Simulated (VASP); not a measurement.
HfNb2CN2: single point with PBE

HfNb2CN2:

```
CELL_PARAMETERS angstrom
3.16704 0.00000 0.00000
0.00000 3.16704 0.00000
0.00000 0.00000 8.67359
ATOMIC_POSITIONS crystal
Hf 0.50000 0.50000 0.00000
Nb 0.50000 0.00000 0.79618
Nb 0.00000 0.50000 0.20382
C 0.00000 0.00000 0.00000
N 0.50000 0.00000 0.33952
N 0.00000 0.50000 0.66048
```

The cell was generated, and may not be a known phase.

- Program: VASP 6.6.1
- Task: single point
- Functional: PBE
- Potentials or basis: VASP PAW PBE potentials, release 64 (Hf_pv, Nb_sv, C, N)
- Cutoff: 520 eV
- k mesh: 6 × 6 × 2
- Occupations: gaussian, width 0.1 eV
- Spin: collinear spin, zero start
- Starting moments: [0.0, 0.0, 0.0, 0.0, 0.0, 0.0] μB

* Pressure: 10.6 GPa
* Largest force: 10.978 eV/Å
* Band gap on the k mesh: zero (filled and empty bands overlap)
* Net moment: 0.00 μB per cell
* Valence electrons inside the program's atomic spheres: Hf 9.72; Nb 10.75; C 2.43; N 3.40

Forces in eV/Å, atoms in the order of the input:
```
Hf    0.000   0.000   0.000
Nb    0.000   0.000 -10.978
Nb    0.000   0.000  10.978
C     0.000   0.000   0.000
N     0.000   0.000  -3.866
N     0.000   0.000   3.866
```

Stress tensor (GPa, compression positive):
```
 2.32  0.00  0.00
 0.00  2.32  0.00
 0.00  0.00 27.15
```

Levels at points of the mesh, in eV from the Fermi level:
Spin up:
```tsv
k point	band 21	band 22	band 23	band 24	band 25	band 26	band 27	band 28	band 29	band 30
(0.00, 0.00, 0.00)	-1.60	-1.60	-1.11	-0.15	-0.15	0.46	0.46	0.88	1.01	1.27
(0.50, 0.00, 0.00)	-1.77	-1.23	-1.02	-0.48	-0.32	-0.25	1.15	2.40	2.44	2.84
(0.50, 0.50, 0.00)	-2.19	-2.19	-1.95	-0.59	0.60	0.60	2.49	3.27	3.27	3.67
(0.00, 0.00, 0.50)	-1.59	-1.59	-1.47	-0.11	-0.11	0.41	0.41	0.42	1.27	1.56
(0.50, 0.00, 0.50)	-1.38	-1.22	-0.86	-0.82	-0.38	-0.34	1.09	2.40	2.43	2.88
(0.50, 0.50, 0.50)	-2.16	-2.11	-2.11	-0.53	0.39	0.39	2.42	3.44	3.44	3.72
```
Spin down:
| k point | band 22 | band 23 | band 24 | band 25 | band 26 | band 27 | band 28 | band 29 |
| --- | --- | --- | --- | --- | --- | --- | --- | --- |
| (0.00, 0.00, 0.00) | -1.60 | -1.11 | -0.15 | -0.15 | 0.46 | 0.46 | 0.88 | 1.01 |
| (0.50, 0.00, 0.00) | -1.23 | -1.02 | -0.48 | -0.32 | -0.25 | 1.15 | 2.40 | 2.44 |
| (0.50, 0.50, 0.00) | -2.19 | -1.95 | -0.59 | 0.60 | 0.60 | 2.49 | 3.27 | 3.27 |
| (0.00, 0.00, 0.50) | -1.59 | -1.47 | -0.11 | -0.11 | 0.41 | 0.41 | 0.42 | 1.27 |
| (0.50, 0.00, 0.50) | -1.22 | -0.86 | -0.82 | -0.38 | -0.34 | 1.09 | 2.40 | 2.43 |
| (0.50, 0.50, 0.50) | -2.11 | -2.11 | -0.53 | 0.39 | 0.39 | 2.42 | 3.44 | 3.44 |

Wall time 2.1 min on 1 thread of Intel(R) Xeon(R) Platinum 8488C (Sapphire Rapids), on a shared host, peak memory 0.29 GiB.

Caveat: the k points lie up to 0.36 Å⁻¹ apart, too coarse for converged energies and pressures of a metal; spin-orbit coupling is left out, which moves the levels of the heavy elements; forces of over 1 eV/Å act on the atoms, so gaps and moduli don't describe the material at rest.
